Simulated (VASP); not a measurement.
Write the native input for VASP 6.6.1 that does the following.

| Item | Value |
| --- | --- |
| Task | single point |
| Functional | PBEsol |
| Potentials or basis | VASP PAW PBE potentials, release 64 (Al, Co) |
| Cutoff | 520 eV |
| k mesh | 18 × 18 × 18 |
| Occupations | gaussian, width 0.15 eV |
| Spin | no spin polarisation |
| Dipole correction | no |
| Further INCAR settings | ALGO = Fast; EDIFF = 1e-06; NBANDS = 13 |

The structure of AlCo lies in POSCAR:

```
AlCo
1.0
    2.8210399687     -0.0673968593     -0.0673968593
   -0.0673968593      2.8210399687     -0.0673968593
   -0.0673968593     -0.0673968593      2.8210399687
Al Co
1 1
Direct
    0.0000000000      0.0000000000      0.0000000000
    0.5000000000      0.5000000000      0.5000000000
```

This cell differs from its parent crystal: ratio of the length along [111] to the lengths across it x 0.93, volume and fractional coordinates fixed.

The input as run:

INCAR

```
SYSTEM = AlCo
PREC = Accurate
ENCUT = 520
EDIFF = 1E-6
ISMEAR = 0
SIGMA = 0.15
LREAL = .FALSE.
LASPH = .TRUE.
NELM = 80
ALGO = Fast
ISIF = 2
LWAVE = .FALSE.
LCHARG = .FALSE.
GGA = PS
NBANDS = 13
```

KPOINTS

```
Automatic mesh
0
G
  18 18 18
  0 0 0
```

Potentials or basis: VASP PAW PBE potentials, release 64 (Al, Co).

Run with:

```console
$ cat potpaw_PBE.64/Al/POTCAR potpaw_PBE.64/Co/POTCAR > POTCAR
$ mpirun -np 1 vasp_std > vasp.out
```

Results of the run:

The pressure is 1.5 GPa. The band gap on the k mesh is zero (band 6 reaches 12.91 eV, above the bottom of band 7 at 10.61 eV).

Caveat: the PAW data sets were made with another functional, which shifts forces and pressure a little.

Wall time 110 s on 1 thread of AMD EPYC 9R45 96-Core Processor (Zen 5), on a shared host, peak memory 0.26 GiB.
